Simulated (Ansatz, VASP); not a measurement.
**AlB3As4: VASP beside Ansatz**

Contents of INCAR:

```
  PREC = Accurate
  ENCUT = 520
  EDIFF = 1E-7
  ISMEAR = 0
  SIGMA = 0.1
  LREAL = False
  LASPH = True
  NELM = 100
  ALGO = Normal
  ISIF = 2
  LWAVE = False
  LCHARG = False
  GGA = PE
  NBANDS = 26
```

File KPOINTS:

```
Automatic mesh
0
Gamma
  6 6 2
```

Contents of POSCAR:

```
AlB3As4
1.0
    3.6130092600      0.0000000000      0.0000000000
   -1.8065046300      3.1289578000      0.0000000000
    0.0000000000      0.0000000000     11.8757273100
Al B As
1 3 4
Direct
    0.3333333300      0.6666666700      0.0003415000
    0.3333333300      0.6666666700      0.5003415000
    0.6666666700      0.3333333300      0.2503415000
    0.6666666700      0.3333333300      0.7503415000
    0.3333333300      0.6666666700      0.1876585000
    0.3333333300      0.6666666700      0.6876585000
    0.6666666700      0.3333333300      0.4376585000
    0.6666666700      0.3333333300      0.9376585000
```

Input for Ansatz:

```yaml
crystal:
  lattice:
    - [3.61300926, 0.0, 0.0]
    - [-1.80650463, 3.1289578, 0.0]
    - [0.0, 0.0, 11.87572731]
  atoms:
    - { symbol: Al, position: [0.33333333, 0.66666667, 0.0003415] }
    - { symbol: B, position: [0.33333333, 0.66666667, 0.5003415] }
    - { symbol: B, position: [0.66666667, 0.33333333, 0.2503415] }
    - { symbol: B, position: [0.66666667, 0.33333333, 0.7503415] }
    - { symbol: As, position: [0.33333333, 0.66666667, 0.1876585] }
    - { symbol: As, position: [0.33333333, 0.66666667, 0.6876585] }
    - { symbol: As, position: [0.66666667, 0.33333333, 0.4376585] }
    - { symbol: As, position: [0.66666667, 0.33333333, 0.9376585] }
basis:
  ecutwfc: 420
kpoints:
  mp_grid: { grid: [6, 6, 2] }
hamiltonian:
  xc: pbe
scf:
  occupations: { method: gaussian, width: 0.1 }
  lower_state_search: "off"
output:
  forces: true
  stress: true
  eigenvalues: true
```

Alike in both runs: task single point; functional PBE; k mesh 6 × 6 × 2; occupations gaussian, width 0.1 eV; no spin polarisation.

|  | VASP | Ansatz |
| --- | --- | --- |
| version | VASP 6.6.1 | Ansatz 0.2.0 |
| potentials or method | VASP PAW PBE potentials, release 64 (Al, B, As), cutoff 520 eV | scalar-relativistic, plane waves, PAW |
| valence electrons in the cell | 32 | 72 |

VASP gave:

```
gap on the k mesh at the Fermi level (eV)                     : 1.03
least direct gap on the mesh (eV)                             : 1.22
pressure (GPa)                                                : -0.3
traceless stress, the component that is largest in VASP (GPa) : 0.92
rms of the force components (eV/Å)                            : 1.116
```

Problem. What did Ansatz give for the same quantities?

Solution. gap on the k mesh at the Fermi level (eV): 1.04; least direct gap on the mesh (eV): 1.22; pressure (GPa): -0.6; traceless stress, the component that is largest in VASP (GPa): 0.93; rms of the force components (eV/Å): 1.111.

Atom by atom the forces differ by 0.007 eV/Å (rms over components). VASP's potentials hold 32 valence electrons a cell and Ansatz's 72, so a difference there can come from the potentials and not from the codes.
